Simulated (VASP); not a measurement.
Write the native input for VASP 6.6.1 that does the following.

```
Task                   : single point
Functional             : PBE
Potentials or basis    : VASP PAW PBE potentials, release 64 (Mg, H)
Cutoff                 : 520 eV
k mesh                 : 6 × 4 × 6
Occupations            : fermi-dirac, width 0.02 eV
Spin                   : no spin polarisation
Dipole correction      : no
Further INCAR settings : LREAL = Auto; ALGO = Normal; EDIFF = 1e-07; NBANDS = 34
```

The structure of MgH2 lies in POSCAR:

```
MgH2
1.0
    4.7416114579      0.0000000000      0.0000000000
    0.0000000000      9.2944831291      0.0000000000
    0.0000000000      0.0000000000      4.8687647252
Mg H
8 16
Direct
    0.2738144730      0.1169564932      0.0304067019
    0.2261855270      0.8830435068      0.5304067019
    0.7261855270      0.6169564932      0.4695932981
    0.7738144730      0.1169564932      0.4695932981
    0.7738144730      0.3830435068      0.9695932981
    0.2738144730      0.3830435068      0.5304067019
    0.2261855270      0.6169564932      0.0304067019
    0.7261855270      0.8830435068      0.9695932981
    0.5128088180      0.4745045624      0.2422955611
    0.0128088180      0.4745045624      0.2577044389
    0.0128088180      0.0254954376      0.7577044389
    0.9871911820      0.5254954376      0.7422955611
    0.3390296020      0.7039203837      0.3786060877
    0.3390296020      0.7960796163      0.8786060877
    0.4871911820      0.9745045624      0.2577044389
    0.9871911820      0.9745045624      0.2422955611
    0.8390296020      0.7960796163      0.6213939123
    0.8390296020      0.7039203837      0.1213939123
    0.5128088180      0.0254954376      0.7422955611
    0.4871911820      0.5254954376      0.7577044389
    0.6609703980      0.2039203837      0.1213939123
    0.1609703980      0.2960796163      0.8786060877
    0.1609703980      0.2039203837      0.3786060877
    0.6609703980      0.2960796163      0.6213939123
```

The input as run:

INCAR

```
SYSTEM = MgH2
ALGO = Normal
EDIFF = 1E-7
ENCUT = 520
GGA = PE
ISIF = 2
ISMEAR = -1
LASPH = .True.
LCHARG = .False.
LREAL = Auto
LWAVE = .False.
NBANDS = 34
NELM = 60
PREC = Accurate
SIGMA = 0.02
```

KPOINTS

```
k-points
0
Gamma
  6 4 6
  0 0 0
```

Potentials or basis: VASP PAW PBE potentials, release 64 (Mg, H).

The run is started by

```console
$ cat potpaw_PBE.64/Mg/POTCAR potpaw_PBE.64/H/POTCAR > POTCAR
$ mpirun -np 1 vasp_std > vasp.out
```

It gave:

| Item | Value |
| --- | --- |
| Pressure | 0.8 GPa |
| Largest force | 0.038 eV/Å |
| Band gap on the k mesh | 2.02 eV |

It took 4.2 min on 1 thread of Intel(R) Xeon(R) 6975P-C (Granite Rapids), with other jobs on the host, peak memory 0.4 GiB.
